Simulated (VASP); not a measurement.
# TiMoSe3 (R-3) in VASP: single point with PBE

Aim: the single point of TiMoSe3 with PBE.

Everything below comes from runs of VASP 6.6.1. Logs are shortened: lines on timing, memory, paths and dates and some standing lists are left out, and cuts for length are marked.

### 1 The cell of the first run

It takes space group R-3 (No. 148, trigonal). Conventional cell: a = 6.303 Å, b = 6.303 Å, c = 17.570 Å, α = 90.00°, β = 90.00°, γ = 120.00°. Ti (site symmetry 3) has 6 Se at 2.57 Å and 1 Mo at 2.78 Å within 3.4 Å. Mo (site symmetry 3) has 6 Se at 2.58 Å and 1 Ti at 2.78 Å within 3.4 Å. Se (site symmetry 1) has 2 Ti at 2.57 Å and 2 Mo at 2.58 Å within 3.4 Å.

### 2 Single point, PBE

INCAR reads:

```
SYSTEM = TiMoSe3
PREC     = Accurate       ! precision mode
ENCUT    = 520            ! plane-wave cutoff, eV
EDIFF    = 1E-6           ! SCF threshold, eV
ISMEAR   = 0              ! smearing method
SIGMA    = 0.2            ! smearing width, eV
LREAL    = .FALSE.        ! projectors in reciprocal space
LASPH    = .TRUE.         ! aspherical terms in the spheres
NELM     = 60             ! most SCF steps
ALGO     = Normal         ! electronic algorithm
ISIF     = 2              ! what is computed and relaxed
LWAVE    = .FALSE.        ! write WAVECAR
LCHARG   = .TRUE.         ! write CHGCAR
GGA      = PE             ! functional
LELF     = .TRUE.         ! ELF
LVHAR    = .TRUE.       
NBANDS   = 55             ! bands
```

KPOINTS reads:

```
regular mesh
0
G
  6 6 6
  0 0 0
```

POSCAR reads:

```
TiMoSe3
1.0
   -3.1512733973      5.4581656327      0.0000000000
   -6.3025467946      0.0000000000      0.0000000000
   -3.1512733973      1.8193885442      5.8568319442
Ti Mo Se
2 2 6
Direct
    0.3282824264      0.3282824264      0.0151527208
    0.6717175736      0.6717175736      0.9848472792
    0.8298558725      0.8298558725      0.5104323826
    0.1701441275      0.1701441275      0.4895676174
    0.9025886636      0.2545607057      0.2517433126
    0.2545607057      0.5911073181      0.2517433126
    0.5911073181      0.9025886636      0.2517433126
    0.0974113364      0.7454392943      0.7482566874
    0.7454392943      0.4088926819      0.7482566874
    0.4088926819      0.0974113364      0.7482566874
```

Potentials or basis: VASP PAW PBE potentials, release 64 (Ti_sv, Mo_sv, Se).

Run with:

```bash
cat potpaw_PBE.64/Ti_sv/POTCAR potpaw_PBE.64/Mo_sv/POTCAR potpaw_PBE.64/Se/POTCAR > POTCAR
mpirun -np 1 vasp_std > vasp.out
```

OUTCAR:

```text
SYSTEM = TiMoSe3
   PREC = Accurate
   ENCUT = 520
   EDIFF = 1E-6
   ISMEAR = 0
   LREAL = .FALSE.
   LASPH = .TRUE.
   NELM = 60
   ISIF = 2
   GGA = PE

 ion  position               nearest neighbor table
   1  0.328  0.328  0.015-  10 2.57   8 2.57   9 2.57   6 2.57   7 2.57   5 2.57   4 2.78
   2  0.672  0.672  0.985-   7 2.57   5 2.57   6 2.57   9 2.57  10 2.57   8 2.57   3 2.78
   3  0.830  0.830  0.510-   8 2.58  10 2.58   9 2.58   5 2.58   6 2.58   7 2.58   2 2.78
   4  0.170  0.170  0.490-   5 2.58   7 2.58   6 2.58   8 2.58   9 2.58  10 2.58   1 2.78
   5  0.903  0.255  0.252-   2 2.57   1 2.57   4 2.58   3 2.58
   6  0.255  0.591  0.252-   2 2.57   1 2.57   4 2.58   3 2.58
   7  0.591  0.903  0.252-   2 2.57   1 2.57   4 2.58   3 2.58
   8  0.097  0.745  0.748-   1 2.57   2 2.57   3 2.58   4 2.58
   9  0.745  0.409  0.748-   1 2.57   2 2.57   3 2.58   4 2.58
  10  0.409  0.097  0.748-   1 2.57   2 2.57   3 2.58   4 2.58

  LATTYP: Found a trigonal (rhomboedric) cell.
 ALAT       =     6.8951562073
 COS(alpha) =     0.5822524195

  Lattice vectors:

 A1 = (  -0.0000000000,  -3.6387770885,   5.8568319442)
 A2 = (   3.1512733973,   1.8193885442,   5.8568319442)
 A3 = (  -3.1512733973,   1.8193885442,   5.8568319442)

Analysis of symmetry for initial positions (statically):
=====================================================================
 Subroutine PRICEL returns:
 Original cell was already a primitive cell.

 Routine SETGRP: Setting up the symmetry group for a
 trigonal (rhombohedral) supercell.

 Subroutine GETGRP returns: Found  6 space group operations
 (whereof  6 operations were pure point group operations)
 out of a pool of 12 trial point group operations.

The static configuration has the point symmetry S_6 .

Analysis of symmetry for dynamics (positions and initial velocities):
=====================================================================
 Subroutine PRICEL returns:
 Original cell was already a primitive cell.

 Routine SETGRP: Setting up the symmetry group for a
 trigonal (rhombohedral) supercell.

 Subroutine GETGRP returns: Found  6 space group operations
 (whereof  6 operations were pure point group operations)
 out of a pool of 12 trial point group operations.

The dynamic configuration has the point symmetry S_6 .

 Subroutine INISYM returns: Found  6 space group operations
 (whereof  6 operations are pure point group operations),
 and found     1 'primitive' translations

----------------------------------------------------------------------------------------

                                     Primitive cell

  volume of cell :     201.4770

  direct lattice vectors                    reciprocal lattice vectors
    -3.151273397  5.458165633  0.000000000     0.000000000  0.183211736 -0.056913590
    -6.302546795  0.000000000  0.000000000    -0.158666017 -0.091605868 -0.056913590
    -3.151273397  1.819388544  5.856831944     0.000000000  0.000000000  0.170740771

  length of vectors
     6.302546795  6.302546795  6.895156207     0.191848109  0.191848109  0.170740771

  position of ions in fractional coordinates (direct lattice)
     0.328282426  0.328282426  0.015152721
     0.671717574  0.671717574  0.984847279
     0.829855872  0.829855872  0.510432383
     0.170144128  0.170144128  0.489567617
     0.902588664  0.254560706  0.251743313
     0.254560706  0.591107318  0.251743313
     0.591107318  0.902588664  0.251743313
     0.097411336  0.745439294  0.748256687
     0.745439294  0.408892682  0.748256687
     0.408892682  0.097411336  0.748256687

  ion indices of the primitive-cell ions
   primitive index   ion index
                 1           1
                 2           2
                 3           3
                 4           4
                 5           5
                 6           6
                 7           7
                 8           8
                 9           9
                10          10

----------------------------------------------------------------------------------------

 KPOINTS: regular mesh

Automatic generation of k-mesh.
 Grid dimensions read from file:
 generate k-points for:    6    6    6

 Generating k-lattice:

  Cartesian coordinates                     Fractional coordinates (reciprocal lattice)
     0.000000000  0.030535289 -0.009485598     0.166666667  0.000000000  0.000000000
    -0.026444336 -0.015267645 -0.009485598     0.000000000  0.166666667  0.000000000
     0.000000000  0.000000000  0.028456795     0.000000000  0.000000000  0.166666667

  Length of vectors
     0.031974685  0.031974685  0.028456795

  Shift w.r.t. Gamma in fractional coordinates (k-lattice)
     0.000000000  0.000000000  0.000000000

 Subroutine IBZKPT returns following result:
 ===========================================

 Found     40 irreducible k-points:

 Following reciprocal coordinates:
            Coordinates               Weight
  0.000000  0.000000  0.000000      1.000000
  0.166667  0.000000  0.000000      6.000000
  0.333333  0.000000  0.000000      6.000000
  0.500000  0.000000  0.000000      3.000000
  0.166667  0.166667  0.000000      6.000000
  0.333333  0.166667  0.000000      6.000000
[... 16 lines left out ...]
  0.500000  0.333333  0.166667      6.000000
 -0.166667  0.333333  0.166667      6.000000
 [... further k-points ...]
   k-points           NKPTS =     40   k-points in BZ     NKDIM =     40   number of bands    NBANDS=     55
   number of dos      NEDOS =    301   number of ions     NIONS =     10
   total plane-waves  NPLWV = 124416
   dimension x,y,z NGX =    48 NGY =   48 NGZ =   54
   dimension x,y,z NGXF=    96 NGYF=   96 NGZF=  108
   ions per type =               2   2   6
   NGX,Y,Z   is equivalent  to a cutoff of  12.66, 12.66, 13.02 a.u.
   NGXF,Y,Z  is equivalent  to a cutoff of  25.32, 25.32, 26.04 a.u.
 SYSTEM =  TiMoSe3
   PREC   = accura    normal or accurate (medium, high low for compatibility)
   ISTART =      0    job   : 0-new  1-cont  2-samecut
   ICHARG =      2    charge: 1-file 2-atom 10-const
   ISPIN  =      1    spin polarized calculation?
   LNONCOLLINEAR =      F non collinear calculations
   LSORBIT =      F    spin-orbit coupling
   LASPH  =      T    aspherical Exc in radial PAW
   ENCUT  =  520.0 eV  38.22 Ry    6.18 a.u.  11.72 11.72 12.82*2*pi/ulx,y,z
   NELM   =     60;   NELMIN=  2; NELMDL= -5     # of ELM steps
   EDIFF  = 0.1E-05   stopping-criterion for ELM
   LREAL  =      F    real-space projection
   EDIFFG = 0.1E-04   stopping-criterion for IOM
   NSW    =      0    number of steps for IOM
   IBRION =     -1    ionic relax: 0-MD 1-quasi-New 2-CG
   NFREE  =      0    steps in history (QN), initial steepest desc. (CG)
   ISIF   =      2    stress and relaxation
   ISYM   =      2    0-nonsym 1-usesym 2-fastsym
   POTIM  = 0.5000    time-step for ionic-motion
   TEBEG  =    0.0;   TEEND  =   0.0 temperature during run
   PSTRESS=    0.0 pullay stress
   NELECT =      88.0000    total number of electrons
   NUPDOWN=      -1.0000    fix difference up-down
   EMIN   =  10.00;   EMAX   =-10.00  energy-range for DOS
   EFERMI =   0.00;   METHOD = LEGACY
   ISMEAR =     0;   SIGMA  =   0.20  broadening in eV -4-tet -1-fermi 0-gaus
   EFERMI_NEDOS =   21; number of points for ismear=-14 and -15
   IALGO  =     38    algorithm
   IMIX   =      4    mixing-type and parameters
     AMIX     =   0.40;   BMIX     =  1.00
     AMIX_MAG =   1.60;   BMIX_MAG =  1.00
  volume/ion in A,a.u.               =      20.15       135.96
  Fermi-wavevector in a.u.,A,eV,Ry     =   1.242111  2.347250 20.991622  1.542841
  Thomas-Fermi vector in A             =   2.376480
   LORBIT       =      0    0 simple, 1 ext, 2 COOP (PROOUT), +10 PAW based schemes
   GGA     = PE    functional components
   LHFCALC =     F    Hartree Fock is set to
   AEXX    =    0.0000 exact exchange contribution
   IVDW    =     0    specifies the selected vdW correction
   LEPSILON=     F    determine dielectric tensor
   LRPA    =     F    only Hartree local field effects (RPA)
 non-spin polarized calculation
 Gauss-broadening in eV      SIGMA  =   0.20
  energy-cutoff  :      520.00
  volume of cell :      201.48
 maximum number of plane-waves:      5440
   NGX = 23   NGY = 23   NGZ = 25

 number of electron      87.9999994 magnetization

 Free energy of the ion-electron system (eV)
  ---------------------------------------------------
  ext. energy  EPLUGINS =         0.00000000
  ---------------------------------------------------
  free energy    TOTEN  =       -65.44945059 eV

  energy without entropy =      -65.28301335  energy(sigma->0) =      -65.36623197

 E-fermi :   6.6256     XC(G=0): -10.6083

 val. band max:        6.6145581850   @ k =  -0.3333  -0.3333   0.1667
 cond. band min:       6.6502300006   @ k =  -0.3333  -0.3333   0.1667
 fundamental gap:      0.0356718155
 Fermi energy:         6.6256112718

 k-point     1 :       0.0000    0.0000    0.0000
  band No.  band energies     occupation
      1     -54.7039      2.00000
      2     -54.6992      2.00000
      3     -50.8574      2.00000
      4     -50.8535      2.00000
      5     -28.8977      2.00000
      6     -28.8977      2.00000
[... 47 lines left out ...]
     54       8.6227      0.00000
     55       8.6367      0.00000

 k-point     2 :       0.1667    0.0000    0.0000
  band No.  band energies     occupation
      1     -54.7036      2.00000
      2     -54.6995      2.00000
      3     -50.8572      2.00000
      4     -50.8537      2.00000
      5     -28.8987      2.00000
      6     -28.8955      2.00000
[... 47 lines left out ...]
     54       8.5476      0.00000
     55       8.7350      0.00000
[... 1216 lines left out ...]
     54       8.7298      0.00000
     55       8.8262      0.00000

 k-point    24 :      -0.1667    0.3333    0.1667
  band No.  band energies     occupation
      1     -54.7023      2.00000
      2     -54.7008      2.00000
      3     -50.8561      2.00000
      4     -50.8548      2.00000
      5     -28.9024      2.00000
      6     -28.8845      2.00000
[... 47 lines left out ...]
     54       8.7177      0.00000
     55       8.8253      0.00000

 [... further k-points ...]
[... 5 lines left out ...]
  --------------------------------------------------------------------------------------
  -------------------------------------------------------------------------------------
  Total        0.2573927      0.2573927      0.2696872     -0.0000002     -0.0000000      0.0000000
  in kB        2.0468276      2.0468276      2.1445955     -0.0000014     -0.0000000      0.0000000
  external PRESSURE =       2.0794169 kB  Pullay stress =       0.0000000 kB

 VOLUME and BASIS-vectors are now :
 -----------------------------------------------------------------------------
  energy-cutoff  :      520.00
  volume of cell :      201.48
      direct lattice vectors                 reciprocal lattice vectors
    -3.151273397  5.458165633  0.000000000     0.000000000  0.183211736 -0.056913590
    -6.302546795  0.000000000  0.000000000    -0.158666017 -0.091605868 -0.056913590
    -3.151273397  1.819388544  5.856831944     0.000000000  0.000000000  0.170740771

 POSITION                                       TOTAL-FORCE (eV/Angst)
 -----------------------------------------------------------------------------------
     -3.15127      1.81939      0.08875        -0.000000      0.000000     -0.025777
     -9.45382      5.45817      5.76809         0.000000     -0.000000      0.025777
     -9.45382      5.45817      2.98952        -0.000000      0.000000     -0.034656
     -3.15127      1.81939      2.86732         0.000000     -0.000000      0.034656
     -5.24200      5.38450      1.47442         0.003122     -0.000927     -0.001842
     -5.32098      1.84745      1.47442        -0.002364     -0.002240     -0.001842
     -8.34466      3.68438      1.47442        -0.000759      0.003167     -0.001842
     -7.36310      1.89306      4.38241        -0.003122      0.000927      0.001842
     -7.28411      5.43010      4.38241         0.002364      0.002240      0.001842
     -4.26043      3.59317      4.38241         0.000759     -0.003167      0.001842
 -----------------------------------------------------------------------------------
    total drift:                               -0.000000      0.000000      0.000000

  FREE ENERGIE OF THE ION-ELECTRON SYSTEM (eV)
  ---------------------------------------------------
  free  energy   TOTEN  =       -65.4494505873 eV

  energy  without entropy=      -65.2830133524  energy(sigma->0) =      -65.36623197
```

Run time: 11 min. Hardware: 1 thread of AMD EPYC 7R13 (Zen 3), shared host; peak memory 0.54 GiB.

Results:

```
Free energy            : -65.4495 eV
Pressure               : 0.2 GPa
Largest force          : 0.035 eV/Å
Band gap on the k mesh : zero (band 44 reaches 6.77 eV, above the bottom of band 45 at 6.48 eV)
```

Forces in eV/Å, atoms in the order of the input:
```
Ti   0.000  0.000 -0.026
Ti   0.000  0.000  0.026
Mo   0.000  0.000 -0.035
Mo   0.000  0.000  0.035
Se   0.003 -0.001 -0.002
Se  -0.002 -0.002 -0.002
Se  -0.001  0.003 -0.002
Se  -0.003  0.001  0.002
Se   0.002  0.002  0.002
Se   0.001 -0.003  0.002
```

Levels at points of the mesh, in eV from the Fermi level:
| k point | band 41 | band 42 | band 43 | band 44 | band 45 | band 46 | band 47 | band 48 |
| --- | --- | --- | --- | --- | --- | --- | --- | --- |
| (0.00, 0.00, 0.00) | -0.78 | -0.78 | -0.62 | -0.47 | -0.15 | -0.15 | -0.02 | -0.02 |
| (0.50, 0.00, 0.00) | -1.00 | -0.91 | -0.62 | 0.03 | 0.29 | 0.52 | 0.57 | 0.83 |
| (0.50, 0.50, 0.00) | -1.31 | -1.22 | -0.67 | -0.10 | 0.04 | 0.36 | 0.38 | 0.76 |
| (0.00, 0.00, 0.50) | -0.51 | -0.42 | -0.42 | -0.33 | 0.30 | 0.30 | 0.85 | 0.85 |
